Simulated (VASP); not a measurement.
Input of a VASP 6.6.1 run:

The input INCAR:

```
SYSTEM = TiO2
PREC = Accurate
ENCUT = 520
EDIFF = 1E-7
ISMEAR = 0
SIGMA = 0.05
LREAL = .False.
LASPH = .True.
NELM = 80
ALGO = Normal
ISIF = 2
LWAVE = .False.
LCHARG = .False.
GGA = PS
NBANDS = 33
```

File KPOINTS:

```
regular mesh
0
Gamma
  6 6 10
  0 0 0
```

POSCAR

```
TiO2
1.0
    4.5912476203      0.0000000000      0.0000000000
    0.0000000000      4.5912476203      0.0000000000
    0.0000000000      0.0000000000      2.9389940195
Ti O
2 4
Direct
    0.0000000000      0.0000000000      0.0425315598
    0.5000000000      0.5000000000      0.5425315598
    0.3044387440      0.3044387440      0.0000000000
    0.1955612560      0.8044387440      0.5000000000
    0.6955612560      0.6955612560      0.0000000000
    0.8044387440      0.1955612560      0.5000000000
```

Potentials or basis: VASP PAW PBE potentials, release 64 (Ti_sv, O).

The run is started by

```bash
$ cat potpaw_PBE.64/Ti_sv/POTCAR potpaw_PBE.64/O/POTCAR > POTCAR
$ mpirun -np 1 vasp_std > vasp.out
```

(1) What does it give for the largest force?

(2) Predict the pressure.

(3) Estimate the band gap on the k mesh.

Answers

(1) 0.294 eV/Å.

(2) 3.0 GPa.

(3) 2.08 eV, indirect (least direct gap 2.30 eV).

Caveat: the cell differs from its parent crystal (all Ti atoms moved +0.125 Å, as atom 1 along Cartesian [0 0 1]); the PAW data sets were made with another functional, which shifts forces and pressure a little.
